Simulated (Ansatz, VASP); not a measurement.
## One calculation of ZrPdSe3, two programs

INCAR

```
  PREC = Accurate
  ENCUT = 500
  EDIFF = 1E-6
  ISMEAR = 0
  SIGMA = 0.1
  LREAL = F
  LASPH = T
  NELM = 120
  ALGO = Normal
  ISIF = 2
  LWAVE = F
  LCHARG = T
  GGA = PE
  LELF = T
  LVHAR = T
  NBANDS = 28
  GGA_COMPAT = F
```

File KPOINTS:

```
Automatic mesh
0
Gamma
  4 4 4
```

Contents of POSCAR:

```
ZrPdSe3
1.0
    4.7163625000      0.0000000000      0.0000000000
    0.0000000000      4.7163625000      0.0000000000
    0.0000000000      0.0000000000      4.7163625000
Zr Pd Se
1 1 3
Direct
    0.0000000000      0.0000000000      0.0000000000
    0.5000000000      0.5000000000      0.5000000000
    0.0000000000      0.5000000000      0.5000000000
    0.5000000000      0.5000000000      0.0000000000
    0.5000000000      0.0000000000      0.5000000000
```

Input for Ansatz:

```yaml
crystal:
  lattice:
    - [4.7163625, 0.0, 0.0]
    - [0.0, 4.7163625, 0.0]
    - [0.0, 0.0, 4.7163625]
  atoms:
    - { symbol: Zr, position: [0.0, 0.0, 0.0] }
    - { symbol: Pd, position: [0.5, 0.5, 0.5] }
    - { symbol: Se, position: [0.0, 0.5, 0.5] }
    - { symbol: Se, position: [0.5, 0.5, 0.0] }
    - { symbol: Se, position: [0.5, 0.0, 0.5] }
basis:
  ecutwfc: 420
kpoints:
  mp_grid: { grid: [4, 4, 4] }
hamiltonian:
  xc: pbe
scf:
  occupations: { method: gaussian, width: 0.1 }
  lower_state_search: "off"
output:
  forces: true
  stress: true
  eigenvalues: true
```

Change from the starting cell: species swapped into the DyRh3C type (Pm-3m, No. 221).

Alike in both runs: task single point; functional PBE; k mesh 4 × 4 × 4; occupations gaussian, width 0.1 eV; no spin polarisation.

|  | VASP | Ansatz |
| --- | --- | --- |
| version | VASP 6.6.1 | Ansatz 0.2.0 |
| potentials or method | VASP PAW PBE potentials, release 64 (Zr_sv, Pd, Se), cutoff 500 eV | scalar-relativistic, plane waves, PAW |
| valence electrons in the cell | 40 | 78 |

```tsv
	VASP	Ansatz	Ansatz less VASP
gap on the k mesh at the Fermi level (eV)	none	none	-
pressure (GPa)	9.0	8.8	-0.17
```

A gap of «none» marks a metal or a gap that the smearing closes. VASP's potentials hold 40 valence electrons a cell and Ansatz's 78, so a difference there can come from the potentials and not from the codes.
